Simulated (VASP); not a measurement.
# BAs (F-43m) in VASP: vibrations by perturbation theory with LDA

Aim: the vibrations by perturbation theory of BAs with LDA.

Everything below comes from runs of VASP 6.6.1. Logs are shortened: lines on timing, memory, paths and dates and some standing lists are left out, and cuts for length are marked.

## (1) The cell of the first run

It takes space group F-43m (No. 216, cubic). The conventional cell has a = 4.733 Å, b = 4.733 Å, c = 4.733 Å, α = 90.00°, β = 90.00°, γ = 90.00°. Within 2.7 Å of B (site symmetry -43m) lie 4 As at 2.05 Å. As (site symmetry -43m) has 4 B at 2.05 Å within 2.7 Å.

## (2) Vibrations by perturbation theory, LDA

INCAR reads:

```
SYSTEM = BAs
PREC = Accurate
ENCUT = 500
EDIFF = 1E-8
ISMEAR = 0
SIGMA = 0.01
LREAL = .FALSE.
LASPH = .TRUE.
NELM = 120
ALGO = Normal
ISIF = 2
LWAVE = .FALSE.
LCHARG = .FALSE.
GGA = CA
IBRION = 8
NSW = 1
GGA_COMPAT = .FALSE.
```

KPOINTS reads:

```
Automatic mesh
0
G
  6 6 6
  0 0 0
```

POSCAR reads:

```
BAs
1.0
    0.0000000000      2.3663118548      2.3663118548
    2.3663118548      0.0000000000      2.3663118548
    2.3663118548      2.3663118548      0.0000000000
B As
1 1
Direct
    0.0000000000      0.0000000000      0.0000000000
    0.2500000000      0.2500000000      0.2500000000
```

Potentials or basis: VASP PAW LDA potentials, release 64 (B, As).

Command:

```
$ cat potpaw_LDA.64/B/POTCAR potpaw_LDA.64/As/POTCAR > POTCAR
$ mpirun -np 1 vasp_std > vasp.out
```

OUTCAR:

```text
SYSTEM = BAs
   PREC = Accurate
   ENCUT = 500
   EDIFF = 1E-8
   ISMEAR = 0
   LREAL = .FALSE.
   LASPH = .TRUE.
   NELM = 120
   ISIF = 2
   GGA = CA
   IBRION = 8
   NSW = 1

 ion  position               nearest neighbor table
   1  0.000  0.000  0.000-   2 2.05   2 2.05   2 2.05   2 2.05
   2  0.250  0.250  0.250-   1 2.05   1 2.05   1 2.05   1 2.05

  LATTYP: Found a face centered cubic cell.
 ALAT       =     4.7326237096

  Lattice vectors:

 A1 = (   0.0000000000,   2.3663118548,   2.3663118548)
 A2 = (   2.3663118548,   0.0000000000,   2.3663118548)
 A3 = (   2.3663118548,   2.3663118548,   0.0000000000)

Analysis of symmetry for initial positions (statically):
=====================================================================
 Subroutine PRICEL returns:
 Original cell was already a primitive cell.

 Routine SETGRP: Setting up the symmetry group for a
 face centered cubic supercell.

 Subroutine GETGRP returns: Found 24 space group operations
 (whereof 24 operations were pure point group operations)
 out of a pool of 48 trial point group operations.

The static configuration has the point symmetry T_d .

Analysis of symmetry for dynamics (positions and initial velocities):
=====================================================================
 Subroutine PRICEL returns:
 Original cell was already a primitive cell.

 Routine SETGRP: Setting up the symmetry group for a
 face centered cubic supercell.

 Subroutine GETGRP returns: Found 24 space group operations
 (whereof 24 operations were pure point group operations)
 out of a pool of 48 trial point group operations.

The dynamic configuration has the point symmetry T_d .

 Subroutine INISYM returns: Found 24 space group operations
 (whereof 24 operations are pure point group operations),
 and found     1 'primitive' translations

----------------------------------------------------------------------------------------

                                     Primitive cell

  volume of cell :      26.5000

  direct lattice vectors                    reciprocal lattice vectors
     0.000000000  2.366311855  2.366311855    -0.211299284  0.211299284  0.211299284
     2.366311855  0.000000000  2.366311855     0.211299284 -0.211299284  0.211299284
     2.366311855  2.366311855  0.000000000     0.211299284  0.211299284 -0.211299284

  length of vectors
     3.346470318  3.346470318  3.346470318     0.365981095  0.365981095  0.365981095

  position of ions in fractional coordinates (direct lattice)
     0.000000000  0.000000000  0.000000000
     0.250000000  0.250000000  0.250000000

  ion indices of the primitive-cell ions
   primitive index   ion index
                 1           1
                 2           2

----------------------------------------------------------------------------------------

 KPOINTS: Automatic mesh

Automatic generation of k-mesh.
 Grid dimensions read from file:
 generate k-points for:    6    6    6

 Generating k-lattice:

  Cartesian coordinates                     Fractional coordinates (reciprocal lattice)
    -0.035216547  0.035216547  0.035216547     0.166666667  0.000000000  0.000000000
     0.035216547 -0.035216547  0.035216547     0.000000000  0.166666667  0.000000000
     0.035216547  0.035216547 -0.035216547     0.000000000  0.000000000  0.166666667

  Length of vectors
     0.060996849  0.060996849  0.060996849

  Shift w.r.t. Gamma in fractional coordinates (k-lattice)
     0.000000000  0.000000000  0.000000000

 Subroutine IBZKPT returns following result:
[... 67 lines left out ...]
   AEXX    =    0.0000 exact exchange contribution
   IVDW    =     0    specifies the selected vdW correction
   LEPSILON=     F    determine dielectric tensor
   LRPA    =     F    only Hartree local field effects (RPA)
 non-spin polarized calculation
 Gauss-broadening in eV      SIGMA  =   0.01
  energy-cutoff  :      500.00
  volume of cell :       26.50
 maximum number of plane-waves:       692
   NGX = 13   NGY = 13   NGZ = 13

--------------------------------------- Ionic step        1  -------------------------------------------

 number of electron       8.0000001 magnetization

 Free energy of the ion-electron system (eV)
  ---------------------------------------------------
  ext. energy  EPLUGINS =         0.00000000
  ---------------------------------------------------
  free energy    TOTEN  =       -12.90670899 eV

  energy without entropy =      -12.90670899  energy(sigma->0) =      -12.90670899

 E-fermi :   6.5304     XC(G=0): -10.8991

 val. band max:        6.4830086767   @ k =   0.0000   0.0000   0.0000
 cond. band min:       7.6840251990   @ k =   0.3333   0.3333   0.0000
 fundamental gap:      1.2010165223
 Fermi energy:         6.5303838400

 k-point     1 :       0.0000    0.0000    0.0000
  band No.  band energies     occupation
      1      -9.1528      2.00000
      2       6.4830      2.00000
      3       6.4830      2.00000
      4       6.4830      2.00000
      5       9.7659      0.00000
      6       9.7659      0.00000
      7       9.7659      0.00000
      8      11.5356      0.00000
[... 155 lines left out ...]
 k-point    16 :      -0.3333    0.5000    0.1667
  band No.  band energies     occupation
      1      -4.7394      2.00000
      2      -1.7471      2.00000
      3       1.1600      2.00000
      4       1.3527      2.00000
      5      10.2301      0.00000
      6      10.4358      0.00000
      7      15.2607      0.00000
      8      15.4387      0.00000

------------------------ aborting loop because EDIFF is reached ----------------------------------------

  FORCE on cell =-STRESS in cart. coord.  units (eV):
  Direction    XX          YY          ZZ          XY          YZ          ZX
  --------------------------------------------------------------------------------------
  -------------------------------------------------------------------------------------
  Total        0.1588228      0.1588228      0.1588228      0.0000000      0.0000000      0.0000000
  in kB        9.6023508      9.6023508      9.6023508      0.0000000      0.0000000      0.0000000
  external PRESSURE =       9.6023508 kB  Pullay stress =       0.0000000 kB

 VOLUME and BASIS-vectors are now :
 -----------------------------------------------------------------------------
  energy-cutoff  :      500.00
  volume of cell :       26.50
      direct lattice vectors                 reciprocal lattice vectors
     0.000000000  2.366311855  2.366311855    -0.211299284  0.211299284  0.211299284
     2.366311855  0.000000000  2.366311855     0.211299284 -0.211299284  0.211299284
     2.366311855  2.366311855  0.000000000     0.211299284  0.211299284 -0.211299284

 POSITION                                       TOTAL-FORCE (eV/Angst)
 -----------------------------------------------------------------------------------
      0.00000      0.00000      0.00000         0.000000      0.000000      0.000000
      1.18316      1.18316      1.18316        -0.000000     -0.000000     -0.000000
 -----------------------------------------------------------------------------------
    total drift:                                0.000000      0.000000      0.000000

  FREE ENERGIE OF THE ION-ELECTRON SYSTEM (eV)
  ---------------------------------------------------
  free  energy   TOTEN  =       -12.9067089912 eV

  energy  without entropy=      -12.9067089912  energy(sigma->0) =      -12.90670899

[... ionic steps 2 to 3 ...]

--------------------------------------- Ionic step        4  -------------------------------------------

------------------------ aborting loop because EDIFF is reached ----------------------------------------

[... ionic steps 5 to 6 ...]

--------------------------------------- Ionic step        7  -------------------------------------------

 Free energy of the ion-electron system (eV)
  ---------------------------------------------------
  ---------------------------------------------------
  free energy    TOTEN  =        -0.03768291 eV

  energy without entropy =       -0.03768291

------------------------ aborting loop because EDIFF is reached ----------------------------------------

 INTERNAL STRAIN TENSOR  FOR ION    2  DIRECTION 1   (eV/Angst):
 -----------------------------------------------------------------------------
     0.00621  0.00000  0.00000
     0.00000  0.00021 -7.44471
     0.00000 -7.44471  0.00021

 INTERNAL STRAIN TENSOR FOR ION    2 for displacements in x,y,z  (eV/Angst):
          X           Y           Z          XY          YZ          ZX
  --------------------------------------------------------------------------------
  x     0.00000     0.00000     0.00000     0.00000    -7.44471     0.00000
  y     0.00000     0.00000     0.00000     0.00000     0.00000    -7.44471
  z     0.00000     0.00000     0.00000    -7.44471     0.00000     0.00000

 SECOND DERIVATIVES (NOT SYMMETRIZED)
 ------------------------------------
               1X          1Y          1Z          2X          2Y          2Z
  1X   -17.355200    0.000000    0.000000   17.355200    0.000000    0.000000
  1Y     0.000000  -17.355200    0.000000    0.000000   17.355200    0.000000
  1Z     0.000000    0.000000  -17.355200    0.000000    0.000000   17.355200
  2X    17.364708    0.000000    0.000000  -17.364708    0.000000    0.000000
  2Y     0.000000   17.364708    0.000000    0.000000  -17.364708    0.000000
  2Z     0.000000    0.000000   17.364708    0.000000    0.000000  -17.364708

 Eigenvectors and eigenvalues of the dynamical matrix
 ----------------------------------------------------

   1 f  =   21.189316 THz   133.136398 2PiTHz  706.799497 cm-1    87.631930 meV
             X         Y         Z           dx          dy          dz
      0.000000  0.000000  0.000000     0.000000    0.934793    0.000000
      1.183156  1.183156  1.183156     0.000000   -0.355192    0.000000
[... 21 lines left out ...]
   6 f/i=    0.001927 THz     0.012106 2PiTHz    0.064269 cm-1     0.007968 meV
             X         Y         Z           dx          dy          dz
      0.000000  0.000000  0.000000     0.000000    0.000000   -0.355192
      1.183156  1.183156  1.183156     0.000000    0.000000   -0.934793

--------------------------------------------------------------------------------------------------------

 ELASTIC MODULI CONTR FROM IONIC RELAXATION (kBar)
 Direction    XX          YY          ZZ          XY          YZ          ZX
 --------------------------------------------------------------------------------
 XX          -0.0000      0.0000      0.0000      0.0000      0.0000      0.0000
 YY           0.0000     -0.0000      0.0000      0.0000      0.0000     -0.0000
 ZZ           0.0000      0.0000     -0.0000      0.0000      0.0000      0.0000
 XY           0.0000      0.0000      0.0000   -202.6004      0.0000      0.0000
 YZ           0.0000      0.0000      0.0000      0.0000   -202.6004      0.0000
 ZX           0.0000     -0.0000      0.0000      0.0000      0.0000   -202.6004
 --------------------------------------------------------------------------------
```

Wall time 28 s (1 thread of Intel Xeon Platinum 8259CL at 2.50GHz (Skylake/Cascade Lake), shared host); peak memory 0.15 GiB.

What came out:

```yaml
Highest_phonon_frequency_at_Γ_LO-TO_splitting_left_out: 707 cm⁻¹
```

Phonon frequencies in cm⁻¹ (negative: imaginary):
| q point | frequencies |
| --- | --- |
| (0.000, 0.000, 0.000) | 0 0 0 707 707 707 |

Caveat: the k points lie up to 0.38 Å⁻¹ apart.
